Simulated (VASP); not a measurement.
Write the native input for VASP 6.6.1 that does the following.

| Quantity | Value |
| --- | --- |
| Task | relaxation of cell and atoms |
| Functional | PBE |
| Potentials or basis | VASP PAW PBE potentials, release 64 (Zn, Se) |
| Cutoff | 600 eV |
| k mesh | 3 × 3 × 4 |
| Occupations | gaussian, width 0.1 eV |
| Spin | no spin polarisation |
| Dipole correction | no |
| Further INCAR settings | ALGO = Normal; EDIFF = 1e-06; IBRION = 2; EDIFFG = -0.04; NSW = 90; ISIF = 3 |

The structure of ZnSe5 lies in POSCAR:

```
ZnSe5
1.0
    6.6600383100      0.0000000000      0.0000000000
   -3.3300191600      5.7677623700      0.0000000000
    0.0000000000      0.0000000000      5.4126864900
Zn Se
1 5
Direct
    0.0000000000      0.0000000000      0.5000000000
    0.5031474200      0.0000000000      0.0000000000
    0.6666666700      0.3333333300      0.5000000000
    0.4968525800      0.4968525800      0.0000000000
    0.3333333300      0.6666666700      0.5000000000
    0.0000000000      0.5031474200      0.0000000000
```

One way to write it, as run:

INCAR

```
PREC = Accurate ; ENCUT = 600
EDIFF = 1E-6 ; ISMEAR = 0
SIGMA = 0.1 ; LREAL = False
LASPH = True ; NELM = 100
ALGO = Normal ; ISIF = 3
LWAVE = False ; LCHARG = False
GGA = PE ; IBRION = 2
NSW = 90 ; EDIFFG = -0.04
```

KPOINTS

```
regular mesh
0
Gamma
  3 3 4
```

Potentials or basis: VASP PAW PBE potentials, release 64 (Zn, Se).

The run is started by

```sh
$ cat potpaw_PBE.64/Zn/POTCAR potpaw_PBE.64/Se/POTCAR > POTCAR
$ mpirun -np 1 vasp_std > vasp.out
```

It gave:

```yaml
Relaxed_volume: 26.84 Å³/atom
Relaxed_cell: a = 7.263 Å, b = 7.263 Å, c = 3.525 Å, α = 90.00°, β = 90.00°, γ = 120.00°
Space_group_after_relaxing_to_0.05_Å: P-62m (No. 189)
Energy_gained_by_relaxing: 587.2 meV/atom
Ionic_steps: 19
Pressure_after_relaxing: 0.0 GPa
Largest_force_after_relaxing: 0.009 eV/Å
Band_gap_on_the_k_mesh: zero (band 21 reaches 2.98 eV, above the bottom of band 22 at 1.68 eV)
```

Caveat: the k points lie up to 0.45 Å⁻¹ apart in the final cell; the volume moved by over 15 % at a fixed basis, so the end points are rough.

Wall time 9.8 min on 1 thread of Intel(R) Xeon(R) 6975P-C (Granite Rapids), on a shared host, peak memory 0.43 GiB.
